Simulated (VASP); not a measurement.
Runs of VASP 6.6.1 on Ti. The structure is that of space group Im-3m (No. 229), or close to it. The cells are those of the table. 

| task | cell | cutoff (eV) | gap on the mesh (eV) | pressure (GPa) |
| --- | --- | --- | --- | --- |
| relaxation of cell and atoms | relaxed from a = 2.841 Å, angles 70.5, 109.5, 70.5°, 1 atom | 600 | none | 0.0 |
| relaxation of cell and atoms | relaxed to 5 GPa from a = 2.841 Å, angles 70.5, 109.5, 70.5°, 1 atom | 600 | none | 4.9 |
| relaxation of cell and atoms | relaxed to 20 GPa from a = 2.841 Å, angles 70.5, 109.5, 70.5°, 1 atom | 600 | none | 20.0 |
| single point | a = 2.745 Å, angles 70.5, 109.5, 70.5°, 1 atom | 520 | none | (a) |
| single point | a = 2.783 Å, angles 70.5, 109.5, 70.5°, 1 atom | 520 | none | -0.3 |

Alike in all rows: level PBEsol; potentials or basis VASP PAW PBE potentials, release 64 (Ti_sv); no spin polarisation; k mesh 10 × 10 × 10; smearing fermi-dirac 0.1 eV.

Question: Fill in the values left out.

Answer: (a) 4.6.

Caveats: the PAW data sets were made with another functional, which shifts forces and pressure a little; the cell is relaxed towards a set pressure, so the enthalpy falls and the energy may rise (some runs).

A gap of «none» marks levels without a gap at the run's occupations.
